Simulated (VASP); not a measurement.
# YSe (Fm-3m) in VASP: a series of runs

The runs below take YSe through single point, with LDA.

All numbers are computed with VASP 6.6.1; they aren't measurements. Logs are shortened: lines on timing, memory, paths and dates and some standing lists are left out, and cuts for length are marked.

### 1 The cell of the first run

Symmetry: Fm-3m, No. 225, cubic system. Conventional cell: a = 5.641 Å, b = 5.641 Å, c = 5.641 Å, α = 90.00°, β = 90.00°, γ = 90.00°. Y (site symmetry m-3m) has 6 Se at 2.82 Å within 3.7 Å. Se (site symmetry m-3m) has 6 Y at 2.82 Å within 3.7 Å.

### 2 Single point, LDA

INCAR reads:

```
SYSTEM = YSe
  ALGO = Normal
  EDIFF = 1E-6
  ENCUT = 520
  ISIF = 2
  ISMEAR = -1
  LASPH = .True.
  LCHARG = .True.
  LELF = .True.
  LREAL = .False.
  LVHAR = .True.
  LWAVE = .False.
  NBANDS = 16
  NELM = 80
  PREC = Accurate
  SIGMA = 0.02
```

KPOINTS reads:

```
k-points
0
Gamma
  9 9 9
  0 0 0
```

POSCAR reads:

```
YSe
1.0
    0.0000000000      2.8206278025      2.8206278025
    2.8206278025      0.0000000000      2.8206278025
    2.8206278025      2.8206278025      0.0000000000
Y Se
1 1
Direct
    0.5000000000      0.5000000000      0.5000000000
    0.0000000000      0.0000000000      0.0000000000
```

Potentials or basis: VASP PAW LDA potentials, release 64 (Y_sv, Se).

Run with:

```bash
$ cat potpaw_LDA.64/Y_sv/POTCAR potpaw_LDA.64/Se/POTCAR > POTCAR
$ mpirun -np 1 vasp_std > vasp.out
```

OUTCAR:

```text
SYSTEM = YSe
   EDIFF = 1E-6
   ENCUT = 520
   ISIF = 2
   ISMEAR = -1
   LASPH = .True.
   LREAL = .False.
   NELM = 80
   PREC = Accurate

 ion  position               nearest neighbor table
   1  0.500  0.500  0.500-   2 2.82   2 2.82   2 2.82   2 2.82   2 2.82   2 2.82
   2  0.000  0.000  0.000-   1 2.82   1 2.82   1 2.82   1 2.82   1 2.82   1 2.82

  LATTYP: Found a face centered cubic cell.
 ALAT       =     5.6412556050

  Lattice vectors:

 A1 = (   0.0000000000,   2.8206278025,   2.8206278025)
 A2 = (   2.8206278025,   0.0000000000,   2.8206278025)
 A3 = (   2.8206278025,   2.8206278025,   0.0000000000)

Analysis of symmetry for initial positions (statically):
=====================================================================
 Subroutine PRICEL returns:
 Original cell was already a primitive cell.

 Routine SETGRP: Setting up the symmetry group for a
 face centered cubic supercell.

 Subroutine GETGRP returns: Found 48 space group operations
 (whereof 48 operations were pure point group operations)
 out of a pool of 48 trial point group operations.

The static configuration has the point symmetry O_h .

Analysis of symmetry for dynamics (positions and initial velocities):
=====================================================================
 Subroutine PRICEL returns:
 Original cell was already a primitive cell.

 Routine SETGRP: Setting up the symmetry group for a
 face centered cubic supercell.

 Subroutine GETGRP returns: Found 48 space group operations
 (whereof 48 operations were pure point group operations)
 out of a pool of 48 trial point group operations.

The dynamic configuration has the point symmetry O_h .

 Subroutine INISYM returns: Found 48 space group operations
 (whereof 48 operations are pure point group operations),
 and found     1 'primitive' translations

----------------------------------------------------------------------------------------

                                     Primitive cell

  volume of cell :      44.8815

  direct lattice vectors                    reciprocal lattice vectors
     0.000000000  2.820627802  2.820627802    -0.177265501  0.177265501  0.177265501
     2.820627802  0.000000000  2.820627802     0.177265501 -0.177265501  0.177265501
     2.820627802  2.820627802  0.000000000     0.177265501  0.177265501 -0.177265501

  length of vectors
     3.988970093  3.988970093  3.988970093     0.307032854  0.307032854  0.307032854

  position of ions in fractional coordinates (direct lattice)
     0.500000000  0.500000000  0.500000000
     0.000000000  0.000000000  0.000000000

  ion indices of the primitive-cell ions
   primitive index   ion index
                 1           1
[... 71 lines left out ...]
   ENCUT  =  520.0 eV  38.22 Ry    6.18 a.u.   7.42  7.42  7.42*2*pi/ulx,y,z
   NELM   =     80;   NELMIN=  2; NELMDL= -5     # of ELM steps
   EDIFF  = 0.1E-05   stopping-criterion for ELM
   LREAL  =      F    real-space projection
   EDIFFG = 0.1E-04   stopping-criterion for IOM
   NSW    =      0    number of steps for IOM
   IBRION =     -1    ionic relax: 0-MD 1-quasi-New 2-CG
   NFREE  =      0    steps in history (QN), initial steepest desc. (CG)
   ISIF   =      2    stress and relaxation
   ISYM   =      2    0-nonsym 1-usesym 2-fastsym
   POTIM  = 0.5000    time-step for ionic-motion
   TEBEG  =    0.0;   TEEND  =   0.0 temperature during run
   PSTRESS=    0.0 pullay stress
   NELECT =      17.0000    total number of electrons
   NUPDOWN=      -1.0000    fix difference up-down
   EMIN   =  10.00;   EMAX   =-10.00  energy-range for DOS
   EFERMI =   0.00;   METHOD = LEGACY
   ISMEAR =    -1;   SIGMA  =   0.02  broadening in eV -4-tet -1-fermi 0-gaus
   EFERMI_NEDOS =   21; number of points for ismear=-14 and -15
   IALGO  =     38    algorithm
   IMIX   =      4    mixing-type and parameters
     AMIX     =   0.40;   BMIX     =  1.00
     AMIX_MAG =   1.60;   BMIX_MAG =  1.00
  volume/ion in A,a.u.               =      22.44       151.44
  Fermi-wavevector in a.u.,A,eV,Ry     =   1.184501  2.238382 19.089547  1.403042
  Thomas-Fermi vector in A             =   2.320714
   LORBIT       =      0    0 simple, 1 ext, 2 COOP (PROOUT), +10 PAW based schemes
   GGA     = CA    functional components
   LHFCALC =     F    Hartree Fock is set to
   AEXX    =    0.0000 exact exchange contribution
   IVDW    =     0    specifies the selected vdW correction
   LEPSILON=     F    determine dielectric tensor
   LRPA    =     F    only Hartree local field effects (RPA)
 non-spin polarized calculation
  energy-cutoff  :      520.00
  volume of cell :       44.88
 maximum number of plane-waves:      1243
 NGX is ok and might be reduce to    30
   NGX = 15   NGY = 15   NGZ = 15

 number of electron      17.0000002 magnetization

 Free energy of the ion-electron system (eV)
  ---------------------------------------------------
  ext. energy  EPLUGINS =         0.00000000
  ---------------------------------------------------
  free energy    TOTEN  =       -14.94322150 eV

  energy without entropy =      -14.94085545  energy(sigma->0) =      -14.94203848

 E-fermi :   6.2812     XC(G=0): -10.6672

 val. band max:        6.2635993644   @ k =   0.1111   0.0000   0.0000
 cond. band min:       6.2913337930   @ k =   0.4444   0.2222   0.1111
 fundamental gap:      0.0277344285
 Fermi energy:         6.2812206184

 k-point     1 :       0.0000    0.0000    0.0000
  band No.  band energies     occupation
      1     -36.9435      2.00000
      2     -17.0442      2.00000
      3     -17.0442      2.00000
      4     -17.0442      2.00000
      5      -9.0072      2.00000
      6       3.3526      2.00000
[... 433 lines left out ...]
      3     -17.1419      2.00000
      4     -17.1419      2.00000
      5      -8.3564      2.00000
      6       0.7671      2.00000
[... 8 lines left out ...]
     15      14.2838      0.00000
     16      16.6850      0.00000

 [... further k-points ...]
[... 5 lines left out ...]
  --------------------------------------------------------------------------------------
  -------------------------------------------------------------------------------------
  Total        0.0554250      0.0554250      0.0554250      0.0000000      0.0000000      0.0000000
  in kB        1.9785600      1.9785600      1.9785600      0.0000000      0.0000000      0.0000000
  external PRESSURE =       1.9785600 kB  Pullay stress =       0.0000000 kB

 VOLUME and BASIS-vectors are now :
 -----------------------------------------------------------------------------
  energy-cutoff  :      520.00
  volume of cell :       44.88
      direct lattice vectors                 reciprocal lattice vectors
     0.000000000  2.820627802  2.820627802    -0.177265501  0.177265501  0.177265501
     2.820627802  0.000000000  2.820627802     0.177265501 -0.177265501  0.177265501
     2.820627802  2.820627802  0.000000000     0.177265501  0.177265501 -0.177265501

 POSITION                                       TOTAL-FORCE (eV/Angst)
 -----------------------------------------------------------------------------------
      2.82063      2.82063      2.82063         0.000000      0.000000     -0.000000
      0.00000      0.00000      0.00000        -0.000000     -0.000000      0.000000
 -----------------------------------------------------------------------------------
    total drift:                                0.000000     -0.000000      0.000000

  FREE ENERGIE OF THE ION-ELECTRON SYSTEM (eV)
  ---------------------------------------------------
  free  energy   TOTEN  =       -14.9432215000 eV

  energy  without entropy=      -14.9408554512  energy(sigma->0) =      -14.94203848
```

stdout:

```text
POSCAR found type information on POSCAR Y Se
 POSCAR found :  2 types and       2 ions
 scaLAPACK will be used
 LDA part: xc-table for (Slater(with rela. corr.)+CA(PZ))
 , standard interpolation
 POSCAR, INCAR and KPOINTS ok, starting setup
 FFT: planning ... GRIDC
 FFT: planning ... GRID_SOFT
 FFT: planning ... GRID
 WAVECAR not read
 entering main loop
```

It took 35 s on 1 thread of AMD EPYC 7R13, shared host; peak memory 0.15 GiB.

Results:

| Quantity | Value |
| --- | --- |
| Free energy | -14.9432 eV |
| Pressure | 0.2 GPa |
| Band gap on the k mesh | zero (an odd number of electrons rules out a gap without spin polarisation) |

### 3 Single point, LDA

INCAR reads:

```
SYSTEM = YSe
PREC = Accurate
ENCUT = 520
EDIFF = 1E-7
ISMEAR = -1
SIGMA = 0.02
LREAL = .False.
LASPH = .True.
NELM = 60
ALGO = Normal
ISIF = 2
LWAVE = .False.
LCHARG = .True.
GGA = CA
LELF = .True.
LVHAR = .True.
NBANDS = 16
```

KPOINTS reads:

```
regular mesh
0
Gamma
  9 9 9
  0 0 0
```

POSCAR is that of step 2.

Potentials or basis: VASP PAW LDA potentials, release 64 (Y_sv, Se).

Run with:

```bash
$ cat potpaw_LDA.64/Y_sv/POTCAR potpaw_LDA.64/Se/POTCAR > POTCAR
$ mpirun -np 1 vasp_std > vasp.out
```

Run time: 29 s. Hardware: 1 thread of AMD EPYC 7R13, shared host; peak memory 0.15 GiB.

It converged, with:

| Item | Value |
| --- | --- |
| Free energy | -14.9432 eV |
| Pressure | 0.2 GPa |
| Band gap on the k mesh | zero (an odd number of electrons rules out a gap without spin polarisation) |

Levels at points of the mesh, in eV from the Fermi level:
```tsv
k point	band 5	band 6	band 7	band 8	band 9	band 10	band 11	band 12	band 13	band 14
(0.00, 0.00, 0.00)	-15.29	-2.93	-2.93	-2.93	-0.26	-0.26	-0.26	0.58	0.58	1.03
```
